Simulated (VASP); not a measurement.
# Zr2O (P4_2/nnm) in VASP: single point with PBEsol

Aim: the single point of Zr2O with PBEsol.

Everything below comes from runs of VASP 6.6.1. Logs are shortened: lines on timing, memory, paths and dates and some standing lists are left out, and cuts for length are marked.

**1. The cell of the first run**

The structure is tetragonal, space group P4_2/nnm (No. 134). The conventional cell has a = 4.193 Å, b = 4.193 Å, c = 6.290 Å, α = 90.00°, β = 90.00°, γ = 90.00°. Zr (site symmetry 2/m) has 2 O at 2.16 Å and 4 Zr at 2.97 Å within 3.0 Å. Within 2.9 Å of O (site symmetry -42m) lie 4 Zr at 2.16 Å.

**2. Single point, PBEsol**

File INCAR:

```
SYSTEM = Zr2O
PREC = Accurate
ENCUT = 520
EDIFF = 1E-6
ISMEAR = 0
SIGMA = 0.15
LREAL = .False.
LASPH = .True.
NELM = 80
ALGO = Normal
ISIF = 2
LWAVE = .False.
LCHARG = .False.
GGA = PS
NBANDS = 39
```

File KPOINTS:

```
Automatic mesh
0
Gamma
  12 12 12
  0 0 0
```

File POSCAR:

```
Zr2O
1.0
    4.1934379801      0.0000000000      0.0000000000
    0.0000000000      4.1934379801      0.0000000000
    0.0000000000      0.0000000000      6.2901569702
Zr O
4 2
Direct
    0.2500000000      0.2500000000      0.7500000000
    0.7500000000      0.2500000000      0.2500000000
    0.2500000000      0.7500000000      0.2500000000
    0.7500000000      0.7500000000      0.7500000000
    0.0000000000      0.0000000000      0.0000000000
    0.5000000000      0.5000000000      0.5000000000
```

Potentials or basis: VASP PAW PBE potentials, release 64 (Zr_sv, O).

On the command line:

```bash
> cat potpaw_PBE.64/Zr_sv/POTCAR potpaw_PBE.64/O/POTCAR > POTCAR
> mpirun -np 1 vasp_std > vasp.out
```

OUTCAR:

```text
SYSTEM = Zr2O
   PREC = Accurate
   ENCUT = 520
   EDIFF = 1E-6
   ISMEAR = 0
   LREAL = .False.
   LASPH = .True.
   NELM = 80
   ISIF = 2
   GGA = PS

 ion  position               nearest neighbor table
   1  0.250  0.250  0.750-   5 2.16   6 2.16   4 2.97   4 2.97   4 2.97   4 2.97   3 3.78   3 3.78
                             3 3.78   3 3.78   2 3.78   2 3.78   2 3.78   2 3.78
   2  0.750  0.250  0.250-   5 2.16   6 2.16   3 2.97   3 2.97   3 2.97   3 2.97   4 3.78   1 3.78
                             4 3.78   4 3.78   1 3.78   4 3.78   1 3.78   1 3.78
   3  0.250  0.750  0.250-   5 2.16   6 2.16   2 2.97   2 2.97   2 2.97   2 2.97   4 3.78   1 3.78
                             1 3.78   1 3.78   4 3.78   4 3.78   4 3.78   1 3.78
   4  0.750  0.750  0.750-   5 2.16   6 2.16   1 2.97   1 2.97   1 2.97   1 2.97   3 3.78   2 3.78
                             2 3.78   2 3.78   3 3.78   3 3.78   3 3.78   2 3.78
   5  0.000  0.000  0.000-   1 2.16   2 2.16   3 2.16   4 2.16
   6  0.500  0.500  0.500-   1 2.16   2 2.16   3 2.16   4 2.16

  LATTYP: Found a simple tetragonal cell.
 ALAT       =     4.1934379801
 C/A-ratio  =     1.5000000000

  Lattice vectors:

 A1 = (   4.1934379801,   0.0000000000,   0.0000000000)
 A2 = (   0.0000000000,   4.1934379801,   0.0000000000)
 A3 = (   0.0000000000,   0.0000000000,   6.2901569702)

Analysis of symmetry for initial positions (statically):
=====================================================================
 Subroutine PRICEL returns:
 Original cell was already a primitive cell.

 Routine SETGRP: Setting up the symmetry group for a
 simple tetragonal supercell.

 Subroutine GETGRP returns: Found 16 space group operations
 (whereof  8 operations were pure point group operations)
 out of a pool of 16 trial point group operations.

The static configuration has the point symmetry D_2d.
 The point group associated with its full space group is D_4h.

Analysis of symmetry for dynamics (positions and initial velocities):
=====================================================================
 Subroutine PRICEL returns:
 Original cell was already a primitive cell.

 Routine SETGRP: Setting up the symmetry group for a
 simple tetragonal supercell.

 Subroutine GETGRP returns: Found 16 space group operations
 (whereof  8 operations were pure point group operations)
 out of a pool of 16 trial point group operations.

The dynamic configuration has the point symmetry D_2d.
 The point group associated with its full space group is D_4h.

 Subroutine INISYM returns: Found 16 space group operations
 (whereof  8 operations are pure point group operations),
 and found     1 'primitive' translations

----------------------------------------------------------------------------------------

                                     Primitive cell

  volume of cell :     110.6119

  direct lattice vectors                    reciprocal lattice vectors
     4.193437980  0.000000000  0.000000000     0.238467817  0.000000000  0.000000000
     0.000000000  4.193437980  0.000000000     0.000000000  0.238467817  0.000000000
     0.000000000  0.000000000  6.290156970     0.000000000  0.000000000  0.158978545

  length of vectors
     4.193437980  4.193437980  6.290156970     0.238467817  0.238467817  0.158978545

  position of ions in fractional coordinates (direct lattice)
     0.250000000  0.250000000  0.750000000
     0.750000000  0.250000000  0.250000000
     0.250000000  0.750000000  0.250000000
     0.750000000  0.750000000  0.750000000
     0.000000000  0.000000000  0.000000000
     0.500000000  0.500000000  0.500000000

  ion indices of the primitive-cell ions
   primitive index   ion index
                 1           1
                 2           2
                 3           3
                 4           4
                 5           5
                 6           6

----------------------------------------------------------------------------------------

 KPOINTS: Automatic mesh

Automatic generation of k-mesh.
 Grid dimensions read from file:
 generate k-points for:   12   12   12

 Generating k-lattice:

  Cartesian coordinates                     Fractional coordinates (reciprocal lattice)
     0.019872318  0.000000000  0.000000000     0.083333333  0.000000000  0.000000000
     0.000000000  0.019872318  0.000000000     0.000000000  0.083333333  0.000000000
     0.000000000  0.000000000  0.013248212     0.000000000  0.000000000  0.083333333

  Length of vectors
     0.019872318  0.019872318  0.013248212

  Shift w.r.t. Gamma in fractional coordinates (k-lattice)
     0.000000000  0.000000000  0.000000000

 Subroutine IBZKPT returns following result:
 ===========================================

 Found    196 irreducible k-points:

 Following reciprocal coordinates:
            Coordinates               Weight
  0.000000  0.000000  0.000000      1.000000
  0.083333  0.000000  0.000000      4.000000
  0.166667  0.000000  0.000000      4.000000
  0.250000  0.000000  0.000000      4.000000
  0.333333  0.000000  0.000000      4.000000
  0.416667  0.000000  0.000000      4.000000
[... 16 lines left out ...]
  0.333333  0.333333  0.000000      4.000000
  0.416667  0.333333  0.000000      8.000000
 [... further k-points ...]
   k-points           NKPTS =    196   k-points in BZ     NKDIM =    196   number of bands    NBANDS=     39
   number of dos      NEDOS =    301   number of ions     NIONS =      6
   total plane-waves  NPLWV =  49152
   dimension x,y,z NGX =    32 NGY =   32 NGZ =   48
   dimension x,y,z NGXF=    64 NGYF=   64 NGZF=   96
   ions per type =               4   2
   NGX,Y,Z   is equivalent  to a cutoff of  12.69, 12.69, 12.69 a.u.
   NGXF,Y,Z  is equivalent  to a cutoff of  25.37, 25.37, 25.37 a.u.
 SYSTEM =  Zr2O
   PREC   = accura    normal or accurate (medium, high low for compatibility)
   ISTART =      0    job   : 0-new  1-cont  2-samecut
   ICHARG =      2    charge: 1-file 2-atom 10-const
   ISPIN  =      1    spin polarized calculation?
   LNONCOLLINEAR =      F non collinear calculations
   LSORBIT =      F    spin-orbit coupling
   LASPH  =      T    aspherical Exc in radial PAW
   ENCUT  =  520.0 eV  38.22 Ry    6.18 a.u.   7.80  7.80 11.70*2*pi/ulx,y,z
   NELM   =     80;   NELMIN=  2; NELMDL= -5     # of ELM steps
   EDIFF  = 0.1E-05   stopping-criterion for ELM
   LREAL  =      F    real-space projection
   EDIFFG = 0.1E-04   stopping-criterion for IOM
   NSW    =      0    number of steps for IOM
   IBRION =     -1    ionic relax: 0-MD 1-quasi-New 2-CG
   NFREE  =      0    steps in history (QN), initial steepest desc. (CG)
   ISIF   =      2    stress and relaxation
   ISYM   =      2    0-nonsym 1-usesym 2-fastsym
   POTIM  = 0.5000    time-step for ionic-motion
   TEBEG  =    0.0;   TEEND  =   0.0 temperature during run
   PSTRESS=    0.0 pullay stress
   NELECT =      60.0000    total number of electrons
   NUPDOWN=      -1.0000    fix difference up-down
   EMIN   =  10.00;   EMAX   =-10.00  energy-range for DOS
   EFERMI =   0.00;   METHOD = LEGACY
   ISMEAR =     0;   SIGMA  =   0.15  broadening in eV -4-tet -1-fermi 0-gaus
   EFERMI_NEDOS =   21; number of points for ismear=-14 and -15
   IALGO  =     38    algorithm
   IMIX   =      4    mixing-type and parameters
     AMIX     =   0.40;   BMIX     =  1.00
     AMIX_MAG =   1.60;   BMIX_MAG =  1.00
  volume/ion in A,a.u.               =      18.44       124.41
  Fermi-wavevector in a.u.,A,eV,Ry     =   1.335133  2.523036 24.253483  1.782581
  Thomas-Fermi vector in A             =   2.463861
   LORBIT       =      0    0 simple, 1 ext, 2 COOP (PROOUT), +10 PAW based schemes
   GGA     = PS    functional components
   LHFCALC =     F    Hartree Fock is set to
   AEXX    =    0.0000 exact exchange contribution
   IVDW    =     0    specifies the selected vdW correction
   LEPSILON=     F    determine dielectric tensor
   LRPA    =     F    only Hartree local field effects (RPA)
 non-spin polarized calculation
 Gauss-broadening in eV      SIGMA  =   0.15
  energy-cutoff  :      520.00
  volume of cell :      110.61
 maximum number of plane-waves:      3012
 NGX is ok and might be reduce to    32
   NGX = 15   NGY = 15   NGZ = 23

 number of electron      59.9999999 magnetization

 Free energy of the ion-electron system (eV)
  ---------------------------------------------------
  ext. energy  EPLUGINS =         0.00000000
  ---------------------------------------------------
  free energy    TOTEN  =       -53.84993983 eV

  energy without entropy =      -53.76094536  energy(sigma->0) =      -53.80544260

 E-fermi :   8.1375     XC(G=0): -11.0766

 val. band max:        8.1372156115   @ k =   0.2500   0.0000   0.5000
 cond. band min:       8.1390698180   @ k =   0.0833   0.0833   0.4167
 fundamental gap:      0.0018542064
 Fermi energy:         8.1374534781

 k-point     1 :       0.0000    0.0000    0.0000
  band No.  band energies     occupation
      1     -40.7727      2.00000
      2     -40.7433      2.00000
      3     -40.5234      2.00000
      4     -40.5234      2.00000
      5     -19.7908      2.00000
      6     -19.2670      2.00000
[... 31 lines left out ...]
     38      12.2108      0.00000
     39      12.2179      0.00000

 k-point     2 :       0.0833    0.0000    0.0000
  band No.  band energies     occupation
      1     -40.7685      2.00000
      2     -40.7396      2.00000
      3     -40.5276      2.00000
      4     -40.5271      2.00000
      5     -19.7734      2.00000
      6     -19.2543      2.00000
[... 31 lines left out ...]
     38      12.1815      0.00000
     39      12.3265      0.00000

 k-point     3 :       0.1667    0.0000    0.0000
  band No.  band energies     occupation
      1     -40.7560      2.00000
      2     -40.7286      2.00000
      3     -40.5401      2.00000
      4     -40.5381      2.00000
      5     -19.7219      2.00000
      6     -19.2169      2.00000
[... 832 lines left out ...]
 k-point    23 :       0.3333    0.3333    0.0000
  band No.  band energies     occupation
      1     -40.6770      2.00000
      2     -40.6609      2.00000
      3     -40.6133      2.00000
      4     -40.6072      2.00000
      5     -19.6159      2.00000
      6     -19.3501      2.00000
[... 31 lines left out ...]
     38      10.9085      0.00000
     39      11.1119      0.00000

 k-point    24 :       0.4167    0.3333    0.0000
  band No.  band energies     occupation
      1     -40.6611      2.00000
      2     -40.6479      2.00000
      3     -40.6280      2.00000
      4     -40.6203      2.00000
      5     -19.5964      2.00000
      6     -19.4605      2.00000
[... 31 lines left out ...]
     38      10.9569      0.00000
     39      11.3667      0.00000

 [... further k-points ...]
[... 5 lines left out ...]
  --------------------------------------------------------------------------------------
  -------------------------------------------------------------------------------------
  Total        3.7672562      3.7672562    -13.6290692      0.0000000     -0.0000000      0.0000000
  in kB       54.5674679     54.5674679   -197.4125899      0.0000000     -0.0000000      0.0000000
  external PRESSURE =     -29.4258847 kB  Pullay stress =       0.0000000 kB

 VOLUME and BASIS-vectors are now :
 -----------------------------------------------------------------------------
  energy-cutoff  :      520.00
  volume of cell :      110.61
      direct lattice vectors                 reciprocal lattice vectors
     4.193437980  0.000000000  0.000000000     0.238467817  0.000000000  0.000000000
     0.000000000  4.193437980  0.000000000     0.000000000  0.238467817  0.000000000
     0.000000000  0.000000000  6.290156970     0.000000000  0.000000000  0.158978545

 POSITION                                       TOTAL-FORCE (eV/Angst)
 -----------------------------------------------------------------------------------
      1.04836      1.04836      4.71762         0.000000     -0.000000      0.000000
      3.14508      1.04836      1.57254         0.000000     -0.000000     -0.000000
      1.04836      3.14508      1.57254        -0.000000      0.000000     -0.000000
      3.14508      3.14508      4.71762        -0.000000      0.000000      0.000000
      0.00000      0.00000      0.00000        -0.000000     -0.000000      0.000000
      2.09672      2.09672      3.14508        -0.000000     -0.000000      0.000000
 -----------------------------------------------------------------------------------
    total drift:                               -0.000000      0.000000     -0.000000

  FREE ENERGIE OF THE ION-ELECTRON SYSTEM (eV)
  ---------------------------------------------------
  free  energy   TOTEN  =       -53.8499398305 eV

  energy  without entropy=      -53.7609453606  energy(sigma->0) =      -53.80544260
```

Run time: 4.8 min. Hardware: 1 thread of Intel Xeon 6975P-C (Granite Rapids), shared host; peak memory 0.67 GiB.

Results:

```
Free energy            : -53.8499 eV
Pressure               : -2.9 GPa
Band gap on the k mesh : zero (bands 30 and 31 overlap by 1.21 eV)
```

Caveat: the stress differs along the axes, from -20 to 5 GPa; the PAW data sets were made with another functional, which shifts forces and pressure a little.
